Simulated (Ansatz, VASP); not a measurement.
# Li in VASP and in Ansatz

INCAR

```
ALGO     = Fast           # electronic algorithm
EDIFF    = 1E-7           # SCF threshold, eV
ENCUT    = 520            # plane-wave cutoff, eV
GGA      = PE             # functional
ISIF     = 2              # what is computed and relaxed
ISMEAR   = 0              # smearing method
IVDW     = 12             # dispersion correction
LASPH    = T              # aspherical terms in the spheres
LCHARG   = F              # write CHGCAR
LREAL    = F              # projectors in reciprocal space
LWAVE    = F              # write WAVECAR
NBANDS   = 10             # bands
NELM     = 60             # most SCF steps
PREC     = Accurate       # precision mode
SIGMA    = 0.15           # smearing width, eV
```

Contents of KPOINTS:

```
k-points
0
Gamma
  16 16 12
```

Contents of POSCAR:

```
Li
1.0
    0.0000000000     -2.0886081792     -2.0886081792
    0.0000000000      2.0886081792     -2.0886081792
    4.1772163584      0.0000000000      0.0000000000
Li
2
Direct
    0.6017423958      0.3982576042      0.5000000000
   -0.1017423958      0.1017423958      0.0000000000
```

Input for Ansatz:

```yaml
crystal:
  lattice:
    - [0.0, -2.0886081792, -2.0886081792]
    - [0.0, 2.0886081792, -2.0886081792]
    - [4.1772163584, 0.0, 0.0]
  atoms:
    - { symbol: Li, position: [0.6017423958, 0.3982576042, 0.5] }
    - { symbol: Li, position: [-0.1017423958, 0.1017423958, 0.0] }
basis:
  ecutwfc: 520.0
kpoints:
  mp_grid: { grid: [16, 16, 12] }
hamiltonian:
  xc: pbe
  dispersion: d3bj
scf:
  occupations: { method: gaussian, width: 0.15 }
output:
  forces: true
  stress: true
  eigenvalues: true
  write_density: true
  write_potential: true
  elf: true
  volumetric_format: npy
```

Change from the starting cell: mode 4 frozen in at -0.425 Å and mode 5 at -0.000 Å (largest displacements).

Alike in both runs: task single point; functional PBE; dispersion D3(BJ); k mesh 16 × 16 × 12; occupations gaussian, width 0.15 eV; no spin polarisation.

|  | VASP | Ansatz |
| --- | --- | --- |
| version | VASP 6.6.1 | Ansatz 0.2.0 |
| potentials or method | VASP PAW PBE potentials, release 64 (Li_sv), cutoff 520 eV | scalar-relativistic, plane waves, PAW |
| valence electrons in the cell | 6 | 6 |

```tsv
	VASP	Ansatz	Ansatz less VASP
gap on the k mesh at the Fermi level (eV)	none	none	-
rms of the force components (eV/Å)	0.360	0.361	+0.0002
```

Atom by atom the forces differ by 0.000 eV/Å (rms over components). A gap of «none» marks a metal or a gap that the smearing closes.

Noted on VASP's run: the cutoff is short for stress, so the pressure is rough.
